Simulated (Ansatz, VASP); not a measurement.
**Si: VASP beside Ansatz**

```xyz
2
Lattice="2.5157 0.0000 0.0000 -1.2579 2.1787 0.0000 0.0000 0.0000 4.4064" Properties=species:S:1:pos:R:3 pbc="T T T"
Si    0.0000    1.4525    1.1016
Si    1.2579    0.7262    3.3048
```

Alike in both runs: task single point; functional r2SCAN; k mesh 15 × 15 × 8; occupations fermi-dirac, width 0.1 eV; no spin polarisation.

|  | VASP | Ansatz |
| --- | --- | --- |
| version | VASP 6.6.1 | Ansatz 0.2.0 |
| potentials or method | VASP PAW PBE potentials, release 64 (Si), cutoff 520 eV | plane waves (500 eV) with PAW, scalar-relativistic |
| valence electrons in the cell | 8 | 8 |

Ansatz gave:

* pressure (GPa): 16.7
* traceless stress, the component that is largest in VASP (GPa): -4.45

**Question.** Which values does VASP return?

**Answer.** Pressure (GPa): 16.7; traceless stress, the component that is largest in VASP (GPa): -4.37.

VASP's potentials were made for PBE, not for r2SCAN.
